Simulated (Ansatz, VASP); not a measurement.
C: VASP beside Ansatz

INCAR

```
ALGO = Normal
EDIFF = 1E-7
ENCUT = 520
ISIF = 2
ISMEAR = -1
LASPH = True
LCHARG = False
LREAL = False
LWAVE = False
NBANDS = 16
NELM = 80
PREC = Accurate
SIGMA = 0.05
```

Contents of KPOINTS:

```
k-points
0
Gamma
  12 12 2
```

Contents of POSCAR:

```
C
1.0
    2.4562275060      0.0000000000      0.0000000000
   -1.2281137530      2.1271554177      0.0000000000
    0.0000000000      0.0000000000     24.1339601687
C
4
Direct
    0.6666666667      0.3333333333      0.5704754400
    0.3333333333      0.6666666667      0.4295245600
    0.0000000000      0.0000000000      0.4295312300
    0.0000000000      0.0000000000      0.5704687700
```

The input input.yaml:

```yaml
crystal:
  lattice:
    - [2.456227506, 0.0, 0.0]
    - [-1.228113753, 2.1271554177, 0.0]
    - [0.0, 0.0, 24.1339601687]
  atoms:
    - { symbol: C, position: [0.6666666667, 0.3333333333, 0.57047544] }
    - { symbol: C, position: [0.3333333333, 0.6666666667, 0.42952456] }
    - { symbol: C, position: [0.0, 0.0, 0.42953123] }
    - { symbol: C, position: [0.0, 0.0, 0.57046877] }
hamiltonian:
  xc: lda
  pseudopotentials: { kind: paw }
kpoints:
  mp_grid: { grid: [12, 12, 2] }
  band_path:
    path:
      - [[0.0, 0.0, 0.0], [0.5, 0.0, 0.0], [0.3333333333, 0.3333333333, 0.0], [0.0, 0.0, 0.0], [0.0, 0.0, 0.5], [0.5, 0.0, 0.5], [0.3333333333, 0.3333333333, 0.5], [0.0, 0.0, 0.5]]
      - [[0.5, 0.0, 0.5], [0.5, 0.0, 0.0]]
      - [[0.3333333333, 0.3333333333, 0.0], [0.3333333333, 0.3333333333, 0.5]]
    npoints: 14
scf:
  occupations: { method: fermi_dirac, width: 0.05 }
  n_extra_bands: 10
output:
  forces: true
  stress: true
  eigenvalues: true
  fatbands: true
  write_density: true
  write_potential: true
  elf: true
  volumetric_format: npy
```

Alike in both runs: functional LDA; k mesh 12 × 12 × 2; occupations fermi-dirac, width 0.05 eV; no spin polarisation.

```csv
,VASP,Ansatz
version,VASP 6.6.1,Ansatz 0.2.0
potentials or method,"VASP PAW LDA potentials, release 64 (C)",Ansatz PAW
plane-wave cutoff (eV),520,420
valence electrons in the cell,16,16
task,single point,band structure
```

VASP gave:

* gap on the k mesh at the Fermi level (eV): none
* rms of the force components (eV/Å): 0.010

**Question.** Estimate Ansatz's values.

**Answer.** gap on the k mesh at the Fermi level (eV): none; rms of the force components (eV/Å): 0.009.

LDA's correlation is that of Perdew and Zunger in VASP and of Perdew and Wang (1992) in Ansatz. Atom by atom the forces differ by 0.000 eV/Å (rms over components). A gap of «none» marks a metal or a gap that the smearing closes.
